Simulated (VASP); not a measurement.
Crystal: ScAl3N4.

```xyz
8
Lattice="3.1895 -0.0044 -0.0055 -1.5986 2.8019 0.0325 -0.0180 0.1122 10.4783" Properties=species:S:1:pos:R:3 pbc="T T T"
Sc   -0.0010    2.0777    1.7487
Al    1.4325    0.8704    4.6060
Al    1.7485    1.0752    9.6642
Al    0.0674    1.9390    6.9887
N     1.6923    1.0853    2.4904
N     1.6033    0.9245    7.7392
N    -0.0773    1.7225    5.1193
N    -0.1829    0.1501   10.3928
```

* Program: VASP 6.6.1
* Task: relaxation of cell and atoms
* Functional: PBE
* Potentials or basis: VASP PAW PBE potentials, release 64 (Sc_sv, Al, N)
* Cutoff: 600 eV
* k mesh: 6 × 6 × 2
* Occupations: gaussian, width 0.1 eV
* Spin: no spin polarisation

At the start: pressure -2.6 GPa; volume 11.69 Å³/atom.

Task: Where does the relaxation end?

Result: Over 27 steps the energy falls by 206.9 meV/atom and the volume is 11.13 Å³/atom (-4.8 %); space group P1 (No. 1, to 0.1 Å) before, P3m1 (No. 156, to 0.1 Å).

The path:
```csv
step,energy change (eV),largest force (eV/Å),pressure (GPa),volume (Å³)
1,0.0000,3.9598,-2.60,93.56
2,-1.0695,2.5019,-2.96,90.97
3,-1.3093,1.3030,-5.16,91.79
4,-1.4939,1.0316,4.47,87.04
5,-1.5008,0.8285,2.76,87.76
6,-1.5676,0.5264,0.97,88.56
7,-1.5689,0.4445,1.15,88.46
8,-1.5932,0.3313,-1.24,89.55
9,-1.5935,0.3514,-1.49,89.67
10,-1.6158,0.2556,-0.50,89.25
11,-1.6214,0.3013,0.37,88.90
12,-1.6373,0.2382,0.44,88.84
13,-1.6382,0.2817,0.47,88.82
14,-1.6457,0.1963,-0.31,89.19
15,-1.6460,0.2040,-0.48,89.27
16,-1.6505,0.1295,0.02,89.08
17,-1.6506,0.1254,0.09,89.05
18,-1.6523,0.1163,0.05,89.04
19,-1.6524,0.1079,0.05,89.04
20,-1.6536,0.0800,-0.07,89.09
21,-1.6537,0.0762,-0.10,89.10
22,-1.6548,0.0556,0.03,89.03
23,-1.6550,0.0650,0.11,88.99
24,-1.6553,0.0634,-0.03,89.06
25,-1.6554,0.0366,0.01,89.04
26,-1.6554,0.0476,-0.03,89.07
27,-1.6555,0.0232,-0.01,89.06
```

Final structure:
```
CELL_PARAMETERS angstrom
3.15725 0.00039 0.00001
-1.57843 2.73410 0.00014
-0.00096 0.00048 10.31631
ATOMIC_POSITIONS crystal
Sc 0.33318 0.66719 0.16116
Al 0.66688 0.33350 0.42916
Al 0.66682 0.33328 0.91848
Al 0.33304 0.66615 0.67316
N 0.66639 0.33370 0.24868
N 0.66652 0.33286 0.73566
N 0.33346 0.66669 0.49093
N 0.00038 0.99997 0.98676
```
